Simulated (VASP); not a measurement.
Write the native input for VASP 6.6.1 that does the following.

```yaml
Task: single point
Functional: r2SCAN
Potentials_or_basis: VASP PAW PBE potentials, release 64 (Ti_sv, O)
Cutoff: 520 eV
k_mesh: 6 × 6 × 8
Occupations: gaussian, width 0.02 eV
Spin: no spin polarisation
Hubbard_terms: Ti d U = 4.0 eV
Dipole_correction: no
Further_INCAR_settings: ALGO = Normal; EDIFF = 1e-06; NBANDS = 33
```

TiO2:

```
Ti O
1.0
     4.55271    0.00000    0.00000
     0.00000    4.55271    0.00000
     0.00000    0.00000    3.08297
Ti O
2 4
Cartesian
  2.2764 2.2764 0.0000
  0.0000 0.0000 1.5415
  3.1610 3.1610 1.5415
  3.6680 0.8847 0.0000
  0.8847 3.6680 0.0000
  1.3917 1.3917 1.5415
```

These files were run (other wordings do the same):

POSCAR

```
TiO2
1.0
    4.5527098066      0.0000000000      0.0000000000
    0.0000000000      4.5527098066      0.0000000000
    0.0000000000      0.0000000000      3.0829707917
Ti O
2 4
Direct
    0.5000000000      0.5000000000      0.0000000000
    0.0000000000      0.0000000000      0.5000000000
    0.6943195301      0.6943195301      0.5000000000
    0.8056804699      0.1943195301      0.0000000000
    0.1943195301      0.8056804699      0.0000000000
    0.3056804699      0.3056804699      0.5000000000
```

INCAR.step1

```
  ALGO = Normal
  EDIFF = 1E-4
  ENCUT = 520
  GGA = PE
  ISMEAR = 0
  LASPH = True
  LCHARG = False
  LDAU = True
  LDAUJ = 0 0
  LDAUL = 2 -1
  LDAUTYPE = 2
  LDAUU = 4 0
  LMAXMIX = 4
  LREAL = False
  LWAVE = True
  NBANDS = 33
  NELM = 150
  PREC = Accurate
  SIGMA = 0.02
```

INCAR.step2

```
  ALGO = Normal
  EDIFF = 1E-6
  ENCUT = 520
  ISIF = 2
  ISMEAR = 0
  ISTART = 1
  LASPH = True
  LCHARG = True
  LDAU = True
  LDAUJ = 0 0
  LDAUL = 2 -1
  LDAUPRINT = 1
  LDAUTYPE = 2
  LDAUU = 4 0
  LELF = True
  LMAXMIX = 4
  LMIXTAU = True
  LREAL = False
  LVHAR = True
  LWAVE = False
  METAGGA = R2SCAN
  NBANDS = 33
  NELM = 150
  PREC = Accurate
  SIGMA = 0.02
```

KPOINTS

```
k-points
0
Gamma
  6 6 8
```

Potentials or basis: VASP PAW PBE potentials, release 64 (Ti_sv, O).

The run is started by

```bash
$ cat potpaw_PBE.64/Ti_sv/POTCAR potpaw_PBE.64/O/POTCAR > POTCAR
$ cp INCAR.step1 INCAR
$ mpirun -np 1 vasp_std > vasp.out
$ cp INCAR.step2 INCAR
$ mpirun -np 1 vasp_std > vasp.out
```

Results of the run:

```
Pressure               : 0.8 GPa
Largest force          : 0.086 eV/Å
Band gap on the k mesh : 2.74 eV, direct
```

Caveat: the PAW data sets were made with another functional, which shifts forces and pressure a little.

Wall time 8.2 min on 1 thread of Intel Xeon 8259CL (shared host), peak memory 0.23 GiB.
